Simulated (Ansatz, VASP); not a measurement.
**Ca in VASP and in Ansatz**

Contents of INCAR:

```
SYSTEM = Ca
PREC = Accurate ; ENCUT = 520
EDIFF = 1E-6 ; ISMEAR = -1
SIGMA = 0.1 ; LREAL = .FALSE.
LASPH = .TRUE. ; NELM = 60
ALGO = Normal ; ISIF = 2
LWAVE = .FALSE. ; LCHARG = .FALSE.
GGA = B5 ; ALDAX = 1.0
AGGAX = 1.0 ; AGGAC = 1.0
ALDAC = 0.0 ; NBANDS = 22
```

KPOINTS

```
regular mesh
0
G
  7 7 10
  0 0 0
```

Contents of POSCAR:

```
Ca
1.0
    6.0325406269      0.0000000000      0.0000000000
   -3.0162703134      5.2243334323      0.0000000000
    0.0000000000      0.0000000000      3.6127081620
Ca
3
Direct
    0.0000000000      1.0000000000      1.0000000000
    0.3333333333      0.6666666667      0.5000000000
    0.6666666667      0.3333333333      0.5000000000
```

Input for Ansatz:

```yaml
crystal:
  lattice:
    - [6.0325406269, 0.0, 0.0]
    - [-3.0162703134, 5.2243334323, 0.0]
    - [0.0, 0.0, 3.612708162]
  atoms:
    - { symbol: Ca, position: [0.0, 1.0, 1.0] }
    - { symbol: Ca, position: [0.3333333333, 0.6666666667, 0.5] }
    - { symbol: Ca, position: [0.6666666667, 0.3333333333, 0.5] }
hamiltonian:
  xc: blyp
  pseudopotentials:
    kind: paw
    azcp:
      Ca: "pseudopotentials/Ca.paw.azcp"
basis:
  ecutwfc: 420
  fft_grid_basis: typed
kpoints:
  mp_grid: { grid: [7, 7, 10], shift: [0, 0, 0] }
magnetization:
  spin_polarized: false
scf:
  occupations: { method: fermi_dirac, width: 0.1 }
  lower_state_search: "off"
output:
  stress: true
```

Alike in both runs: task single point; functional BLYP; k mesh 7 × 7 × 10; occupations fermi-dirac, width 0.1 eV; no spin polarisation.

|  | VASP | Ansatz |
| --- | --- | --- |
| version | VASP 6.6.1 | Ansatz 0.2.0 |
| potentials or method | VASP PAW PBE potentials, release 64 (Ca_sv), cutoff 520 eV | plane waves (420 eV) with PAW, scalar-relativistic |
| valence electrons in the cell | 30 | 30 |

```csv
,VASP,Ansatz,Ansatz less VASP
pressure (GPa),2.4,2.4,-0.02
"traceless stress, the component that is largest in VASP (GPa)",-0.18,-0.17,+0.007
```

VASP's potentials were made for PBE, not for BLYP. The functional is the same, so the differences come from potentials, cutoffs and numerics.
